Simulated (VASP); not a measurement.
Set up this calculation in VASP 6.6.1, as the native input.

| Quantity | Value |
| --- | --- |
| Task | single point |
| Functional | PBEsol |
| Potentials or basis | VASP PAW PBE potentials, release 64 (Ag) |
| Cutoff | 520 eV |
| k mesh | 18 × 18 × 6 |
| Occupations | gaussian, width 0.15 eV |
| Spin | no spin polarisation |
| Dipole correction | no |
| Further INCAR settings | ALGO = Fast; EDIFF = 1e-06; NBANDS = 30 |

The structure of Ag lies in POSCAR:

```
Ag
1.0
    2.9140174710      0.0000000000      0.0000000000
   -1.4570087355      2.5236131569      0.0000000000
    0.0000000000      0.0000000000      9.3380588842
Ag
4
Direct
    0.3333333333      0.6666666667      0.2500000000
    0.6666666667      0.3333333333      0.7500000000
    0.0000000000      0.0000000000      0.0000000000
    0.0000000000      0.0000000000      0.5000000000
```

This isn't the form of Ag at room conditions, which is fcc.

This cell differs from its parent crystal: strain +0.015 along x and y, +0.000 along z.

The input as run:

INCAR

```
SYSTEM = Ag
PREC = Accurate
ENCUT = 520
EDIFF = 1E-6
ISMEAR = 0
SIGMA = 0.15
LREAL = .False.
LASPH = .True.
NELM = 100
ALGO = Fast
ISIF = 2
LWAVE = .False.
LCHARG = .False.
GGA = PS
NBANDS = 30
```

KPOINTS

```
regular mesh
0
Gamma
  18 18 6
  0 0 0
```

Potentials or basis: VASP PAW PBE potentials, release 64 (Ag).

Run with:

```sh
$ cat potpaw_PBE.64/Ag/POTCAR > POTCAR
$ mpirun -np 1 vasp_std > vasp.out
```

Results of the run:

- Pressure: -3.3 GPa
- Band gap on the k mesh: zero (bands 22 and 23 overlap by 6.34 eV)

Caveat: the cell differs from its parent crystal (strain +0.015 along x and y, +0.000 along z); the cell stands under tension; the PAW data sets were made with another functional, which shifts forces and pressure a little.

Wall time 100 s on 1 thread of Intel(R) Xeon(R) 6975P-C (Granite Rapids), with other jobs on the host, peak memory 0.34 GiB.
